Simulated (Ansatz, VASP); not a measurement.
## One calculation of KCl, two programs

The input POSCAR:

```
KCl
1.0
    0.0000000000      3.1759874470      3.1759874470
    3.1759874470      0.0000000000      3.1759874470
    3.1759874470      3.1759874470      0.0000000000
K Cl
1 1
Direct
    0.0000000000      0.0000000000      0.0000000000
    0.5000000000      0.5000000000      0.5000000000
```

Contents of INCAR.step1:

```
ALGO     = Normal         # electronic algorithm
EDIFF    = 1E-4           # SCF threshold, eV
ENCUT    = 520            # plane-wave cutoff, eV
GGA      = PE             # functional
ISMEAR   = 0              # smearing method
LASPH    = T              # aspherical terms in the spheres
LCHARG   = F              # write CHGCAR
LREAL    = F              # projectors in reciprocal space
LWAVE    = T              # write WAVECAR
NBANDS   = 15             # bands
NELM     = 60             # most SCF steps
PREC     = Accurate       # precision mode
SIGMA    = 0.01           # smearing width, eV
```

The input INCAR.step2:

```
ALGO     = Normal         # electronic algorithm
EDIFF    = 1E-6           # SCF threshold, eV
ENCUT    = 520            # plane-wave cutoff, eV
ISIF     = 2              # what is computed and relaxed
ISMEAR   = 0              # smearing method
ISTART   = 1            
LASPH    = T              # aspherical terms in the spheres
LCHARG   = F              # write CHGCAR
LMIXTAU  = T            
LREAL    = F              # projectors in reciprocal space
LWAVE    = F              # write WAVECAR
METAGGA  = R2SCAN         # meta-GGA
NBANDS   = 15             # bands
NELM     = 60             # most SCF steps
PREC     = Accurate       # precision mode
SIGMA    = 0.01           # smearing width, eV
```

File KPOINTS:

```
k-points
0
Gamma
  6 6 6
```

Input for Ansatz:

```yaml
crystal:
  lattice:
    - [0.0, 3.175987447, 3.175987447]
    - [3.175987447, 0.0, 3.175987447]
    - [3.175987447, 3.175987447, 0.0]
  atoms:
    - { symbol: K, position: [0.0, 0.0, 0.0] }
    - { symbol: Cl, position: [0.5, 0.5, 0.5] }
kpoints:
  mp_grid: { grid: [6, 6, 6] }
hamiltonian:
  xc: r2scan
scf:
  occupations: { method: fixed }
  n_extra_bands: 4
output:
  forces: true
  stress: true
  eigenvalues: true
```

Alike in both runs: task single point; functional r2SCAN; k mesh 6 × 6 × 6; no spin polarisation.

```csv
,VASP,Ansatz
version,VASP 6.6.1,Ansatz 0.2.0
potentials or method,"VASP PAW PBE potentials, release 64 (K_sv, Cl)","plane waves, PAW"
plane-wave cutoff (eV),520,500
occupations,"gaussian, width 0.01 eV",fixed
valence electrons in the cell,16,16
```

```tsv
	VASP	Ansatz	Ansatz less VASP
gap on the k mesh at the Fermi level (eV)	5.73	5.73	-0.004
pressure (GPa)	-0.5	-0.5	+0.03
```

VASP's potentials were made for PBE, not for r2SCAN.
